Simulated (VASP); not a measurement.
Runs of VASP 6.6.1 on KBr. The structure is that of space group Fm-3m (No. 225), or close to it. The cells are those of the table. 

```csv
task,level,potentials or basis,cell,cutoff (eV),smearing,gap on the mesh (eV),pressure (GPa)
relaxation of cell and atoms,LDA,"VASP PAW LDA potentials, release 64 (K_sv, Br)","relaxed from a = 4.741 Å, angles 60.0°, 2 atoms",600,fermi-dirac 0.02 eV,4.32,0.0
single point,LDA,"VASP PAW LDA potentials, release 64 (K_sv, Br)","a = 4.670 Å, angles 60.0°, 2 atoms",520,gaussian 0.01 eV,4.03,-1.6
dielectric tensor,PBE,"VASP PAW PBE potentials, release 64 (K_sv, Br)","a = 4.670 Å, angles 60.0°, 2 atoms",520,gaussian 0.01 eV,4.43,-
single point,PBEsol,"VASP PAW PBE potentials, release 64 (K_sv, Br)","a = 4.633 Å, angles 60.0°, 2 atoms",520,fermi-dirac 0.02 eV,(a),0.0
single point,PBE,"VASP PAW PBE potentials, release 64 (K_sv, Br)","a = 4.670 Å, angles 60.0°, 2 atoms",520,fermi-dirac 0.02 eV,4.43,(b)
```

Alike in all rows: no spin polarisation; k mesh 6 × 6 × 6.

Q: Fill in the values left out.

A: (a) 4.33; (b) 0.7.

Caveats: the PAW data sets were made with another functional, which shifts forces and pressure a little (some runs).

A k mesh can miss the band edges, and the runs leave out spin-orbit coupling on Br.
